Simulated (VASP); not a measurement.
Set up this calculation in VASP 6.6.1, as the native input.

```
Task                   : single point
Functional             : PBEsol
Potentials or basis    : VASP PAW PBE potentials, release 64 (Cu)
Cutoff                 : 520 eV
k mesh                 : 18 × 18 × 14
Occupations            : gaussian, width 0.15 eV
Spin                   : no spin polarisation
Dipole correction      : no
Further INCAR settings : ALGO = Fast; EDIFF = 1e-07; NBANDS = 18
```

The structure of Cu lies in POSCAR:

```
Cu
1.0
    0.0000000000     -1.8075000000     -1.8075000000
    0.0000000000      1.8075000000     -1.8075000000
    3.6150000000      0.0000000000      0.0000000000
Cu
2
Direct
    0.4853297348      0.5000000000      0.5000000000
    0.0146702652      0.0000000000      0.0000000000
```

This cell differs from its parent crystal: atoms displaced along a vibrational mode.

The input as run:

INCAR

```
SYSTEM = Cu
PREC = Accurate ; ENCUT = 520
EDIFF = 1E-7 ; ISMEAR = 0
SIGMA = 0.15 ; LREAL = .FALSE.
LASPH = .TRUE. ; NELM = 60
ALGO = Fast ; ISIF = 2
LWAVE = .FALSE. ; LCHARG = .FALSE.
GGA = PS ; NBANDS = 18
```

KPOINTS

```
regular mesh
0
G
  18 18 14
  0 0 0
```

Potentials or basis: VASP PAW PBE potentials, release 64 (Cu).

Run with:

```bash
$ cat potpaw_PBE.64/Cu/POTCAR > POTCAR
$ mpirun -np 1 vasp_std > vasp.out
```

It gave:

The pressure is -5.6 GPa, the largest force is 0.246 eV/Å and the band gap on the k mesh is zero (bands 11 and 12 overlap by 8.04 eV).

Caveat: the cell differs from its parent crystal (atoms displaced along a vibrational mode); the cell stands under tension; the PAW data sets were made with another functional, which shifts forces and pressure a little.

Wall time 6.3 min on 1 thread of Intel Xeon 8259CL, with other jobs on the host, peak memory 0.37 GiB.
